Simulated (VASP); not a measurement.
# TiC (Fm-3m) in VASP: single point with r2SCAN

Aim: the single point of TiC with r2SCAN.

Program: VASP 6.6.1. These are calculated values, not measurements. Logs are shortened: lines on timing, memory, paths and dates and some standing lists are left out, and cuts for length are marked.

## (1) The cell of the first run

The structure is cubic, space group Fm-3m (No. 225). The conventional cell has a = 4.290 Å, b = 4.290 Å, c = 4.290 Å, α = 90.00°, β = 90.00°, γ = 90.00°. Within 2.8 Å of Ti (site symmetry m-3m) lie 6 C at 2.14 Å. C (site symmetry m-3m) has 6 Ti at 2.14 Å within 2.8 Å.

## (2) Single point, r2SCAN (strained)

POSCAR

```
TiC
1.0
    0.0000000000      2.1448486000      2.1448486000
    2.1448486000      0.0000000000      2.1448486000
    2.1448486000      2.1448486000      0.0000000000
Ti C
1 1
Direct
    0.0000000000      0.0000000000      0.0000000000
    0.5000000000      0.5000000000      0.5000000000
```

INCAR.step1

```
PREC = Accurate ; ENCUT = 1430
ISMEAR = 0 ; SIGMA = 0.1
LREAL = False ; LASPH = True
NELM = 120 ; NBANDS = 15
GGA = PE ; ALGO = Normal
EDIFF = 1E-5 ; LWAVE = True
LCHARG = False ; GGA_COMPAT = False
```

INCAR.step2

```
PREC = Accurate ; ENCUT = 1430
EDIFF = 1E-6 ; ISMEAR = 0
SIGMA = 0.1 ; LREAL = False
LASPH = True ; NELM = 120
ALGO = Normal ; ISIF = 2
LWAVE = False ; LCHARG = False
METAGGA = R2SCAN ; LMIXTAU = True
NBANDS = 15 ; ISTART = 1
GGA_COMPAT = False
```

KPOINTS

```
Automatic mesh
0
Gamma
  16 16 16
```

Potentials or basis: VASP PAW PBE potentials, release 64 (Ti_sv, C_h).

Run with:

```
$ cat potpaw_PBE.64/Ti_sv/POTCAR potpaw_PBE.64/C_h/POTCAR > POTCAR
$ cp INCAR.step1 INCAR
$ mpirun -np 1 vasp_std > vasp.out
$ cp INCAR.step2 INCAR
$ mpirun -np 1 vasp_std > vasp.out
```

OUTCAR:

```text
PREC = Accurate
   ENCUT = 1430
   EDIFF = 1E-6
   ISMEAR = 0
   LREAL = False
   LASPH = True
   NELM = 120
   ISIF = 2
   METAGGA = R2SCAN
   ISTART = 1

 ion  position               nearest neighbor table
   1  0.000  0.000  0.000-   2 2.14   2 2.14   2 2.14   2 2.14   2 2.14   2 2.14
   2  0.500  0.500  0.500-   1 2.14   1 2.14   1 2.14   1 2.14   1 2.14   1 2.14

  LATTYP: Found a face centered cubic cell.
 ALAT       =     4.2896972000

  Lattice vectors:

 A1 = (   0.0000000000,   2.1448486000,   2.1448486000)
 A2 = (   2.1448486000,   0.0000000000,   2.1448486000)
 A3 = (   2.1448486000,   2.1448486000,   0.0000000000)

Analysis of symmetry for initial positions (statically):
=====================================================================
 Subroutine PRICEL returns:
 Original cell was already a primitive cell.

 Routine SETGRP: Setting up the symmetry group for a
 face centered cubic supercell.

 Subroutine GETGRP returns: Found 48 space group operations
 (whereof 48 operations were pure point group operations)
 out of a pool of 48 trial point group operations.

The static configuration has the point symmetry O_h .

Analysis of symmetry for dynamics (positions and initial velocities):
=====================================================================
 Subroutine PRICEL returns:
 Original cell was already a primitive cell.

 Routine SETGRP: Setting up the symmetry group for a
 face centered cubic supercell.

 Subroutine GETGRP returns: Found 48 space group operations
 (whereof 48 operations were pure point group operations)
 out of a pool of 48 trial point group operations.

The dynamic configuration has the point symmetry O_h .

 Subroutine INISYM returns: Found 48 space group operations
 (whereof 48 operations are pure point group operations),
 and found     1 'primitive' translations

----------------------------------------------------------------------------------------

                                     Primitive cell

  volume of cell :      19.7342

  direct lattice vectors                    reciprocal lattice vectors
     0.000000000  2.144848600  2.144848600    -0.233116687  0.233116687  0.233116687
     2.144848600  0.000000000  2.144848600     0.233116687 -0.233116687  0.233116687
     2.144848600  2.144848600  0.000000000     0.233116687  0.233116687 -0.233116687

  length of vectors
     3.033273979  3.033273979  3.033273979     0.403769946  0.403769946  0.403769946

  position of ions in fractional coordinates (direct lattice)
     0.000000000  0.000000000  0.000000000
     0.500000000  0.500000000  0.500000000

[... 83 lines left out ...]
   ISYM   =      2    0-nonsym 1-usesym 2-fastsym
   POTIM  = 0.5000    time-step for ionic-motion
   TEBEG  =    0.0;   TEEND  =   0.0 temperature during run
   PSTRESS=    0.0 pullay stress
   NELECT =      16.0000    total number of electrons
   NUPDOWN=      -1.0000    fix difference up-down
   EMIN   =  10.00;   EMAX   =-10.00  energy-range for DOS
   EFERMI =   0.00;   METHOD = LEGACY
   ISMEAR =     0;   SIGMA  =   0.10  broadening in eV -4-tet -1-fermi 0-gaus
   EFERMI_NEDOS =   21; number of points for ismear=-14 and -15
   IALGO  =     38    algorithm
   IMIX   =      4    mixing-type and parameters
     AMIX     =   0.40;   BMIX     =  1.00
     AMIX_MAG =   1.60;   BMIX_MAG =  1.00
  volume/ion in A,a.u.               =       9.87        66.59
  Fermi-wavevector in a.u.,A,eV,Ry     =   1.526540  2.884742 31.705987  2.330324
  Thomas-Fermi vector in A             =   2.634559
   LORBIT       =      0    0 simple, 1 ext, 2 COOP (PROOUT), +10 PAW based schemes
   METAGGA = R2SCAN    functional components
   LHFCALC =     F    Hartree Fock is set to
   AEXX    =    0.0000 exact exchange contribution
   IVDW    =     0    specifies the selected vdW correction
   LEPSILON=     F    determine dielectric tensor
   LRPA    =     F    only Hartree local field effects (RPA)
 non-spin polarized calculation
 Gauss-broadening in eV      SIGMA  =   0.10
  energy-cutoff  :     1430.00
  volume of cell :       19.73
 maximum number of plane-waves:      2452
 NGX is ok and might be reduce to    40
   NGX = 19   NGY = 19   NGZ = 19

 number of electron      16.0000000 magnetization

 Free energy of the ion-electron system (eV)
  ---------------------------------------------------
  ext. energy  EPLUGINS =         0.00000000
  ---------------------------------------------------
  free energy    TOTEN  =       -24.86573350 eV

  energy without entropy =      -24.86374778  energy(sigma->0) =      -24.86474064

 E-fermi :  10.1776     XC(G=0): -13.7610

 val. band max:       10.1767333598   @ k =   0.4375   0.3750   0.0000
 cond. band min:      10.1865534586   @ k =   0.1250   0.0625   0.0000
 fundamental gap:      0.0098200988
 Fermi energy:        10.1776383979

 k-point     1 :       0.0000    0.0000    0.0000
  band No.  band energies     occupation
      1     -48.7033      2.00000
      2     -23.6671      2.00000
      3     -23.6671      2.00000
      4     -23.6671      2.00000
      5      -3.1581      2.00000
      6      11.0615      0.00000
      7      11.0615      0.00000
      8      11.0615      0.00000
      9      11.8862      0.00000
     10      11.8862      0.00000
     11      11.8862      0.00000
     12      11.9667      0.00000
     13      11.9667      0.00000
     14      21.8255      0.00000
[... 401 lines left out ...]
      2     -23.7211      2.00000
      3     -23.6818      2.00000
      4     -23.6680      2.00000
      5      -2.9103      2.00000
      6       9.9273      1.99960
      7      10.0447      1.93992
      8      10.2120      0.62692
      9      11.1814      0.00000
     10      11.7054      0.00000
     11      12.6019      0.00000
     12      13.1922      0.00000
     13      14.0979      0.00000
     14      22.2557      0.00000
     15      25.1953      0.00000

 [... further k-points ...]
[... 5 lines left out ...]
  --------------------------------------------------------------------------------------
  -------------------------------------------------------------------------------------
  Total        1.0245311      1.0245311      1.0245311     -0.0000000     -0.0000000      0.0000000
  in kB       83.1794078     83.1794078     83.1794078     -0.0000000     -0.0000000      0.0000000
  external PRESSURE =      83.1794078 kB  Pullay stress =       0.0000000 kB

 VOLUME and BASIS-vectors are now :
 -----------------------------------------------------------------------------
  energy-cutoff  :     1430.00
  volume of cell :       19.73
      direct lattice vectors                 reciprocal lattice vectors
     0.000000000  2.144848600  2.144848600    -0.233116687  0.233116687  0.233116687
     2.144848600  0.000000000  2.144848600     0.233116687 -0.233116687  0.233116687
     2.144848600  2.144848600  0.000000000     0.233116687  0.233116687 -0.233116687

 POSITION                                       TOTAL-FORCE (eV/Angst)
 -----------------------------------------------------------------------------------
      0.00000      0.00000      0.00000        -0.000000      0.000000      0.000000
      2.14485      2.14485      2.14485         0.000000     -0.000000     -0.000000
 -----------------------------------------------------------------------------------
    total drift:                                0.000000     -0.000000     -0.000000

  FREE ENERGIE OF THE ION-ELECTRON SYSTEM (eV)
  ---------------------------------------------------
  free  energy   TOTEN  =       -24.8657335047 eV

  energy  without entropy=      -24.8637477793  energy(sigma->0) =      -24.86474064
```

OUTCAR.step1:

```text
PREC = Accurate
   ENCUT = 1430
   ISMEAR = 0
   LREAL = False
   LASPH = True
[... 654 lines left out ...]
      0.00000      0.00000      0.00000        -0.000000     -0.000000     -0.000000
      2.14485      2.14485      2.14485         0.000000      0.000000      0.000000
 -----------------------------------------------------------------------------------
    total drift:                                0.000000     -0.000000     -0.000000

  FREE ENERGIE OF THE ION-ELECTRON SYSTEM (eV)
  ---------------------------------------------------
  free  energy   TOTEN  =       -18.7005678254 eV

  energy  without entropy=      -18.6985953322  energy(sigma->0) =      -18.69958158
```

It took 6.2 min on 1 thread of Intel Xeon 6975P-C (Granite Rapids), shared host; peak memory 0.42 GiB.

What came out:

```yaml
Free_energy: -24.8657 eV
Pressure: 8.3 GPa
Band_gap_on_the_k_mesh: zero (bands 8 and 9 overlap by 1.34 eV)
```

Caveat: the cell differs from its parent crystal (strained); the cell stands under pressure; the PAW data sets were made with another functional, which shifts forces and pressure a little.
